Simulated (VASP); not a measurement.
Here is a VASP 6.6.1 calculation.

The input INCAR:

```
SYSTEM = MgSiN
PREC = Accurate ; ENCUT = 520
EDIFF = 1E-7 ; ISMEAR = 0
SIGMA = 0.1 ; LREAL = .False.
LASPH = .True. ; NELM = 80
ALGO = Normal ; ISIF = 2
LWAVE = .False. ; LCHARG = .False.
GGA = PE ; NBANDS = 12
```

Contents of KPOINTS:

```
Automatic mesh
0
Gamma
  16 16 12
  0 0 0
```

POSCAR

```
MgSiN
1.0
    3.0668829021      0.0000000000      0.0000000000
    0.0000000000      3.0670487580      0.0000000000
    0.0000000000      0.0000000000      3.8247904383
Mg Si N
1 1 1
Direct
    0.0000000000      0.0000000000      0.0000000000
    0.5000000000      0.5000000000      0.5000000000
    0.5000000000      0.5000000000      0.0000000000
```

Potentials or basis: VASP PAW PBE potentials, release 64 (Mg, Si, N).

The run is started by

```bash
$ cat potpaw_PBE.64/Mg/POTCAR potpaw_PBE.64/Si/POTCAR potpaw_PBE.64/N/POTCAR > POTCAR
$ mpirun -np 1 vasp_std > vasp.out
```

Task: What does it give for the pressure?

Result: -0.3 GPa.

Task: What does it give for the band gap on the k mesh?

Result: Zero (an odd number of electrons rules out a gap without spin polarisation).

Stress tensor (GPa, compression positive):
```
-0.40  0.00  0.00
 0.00 -0.41  0.00
 0.00  0.00 -0.08
```

Caveat: an odd number of electrons without spin polarisation forces a metal; a magnetic or distorted state may lie lower.
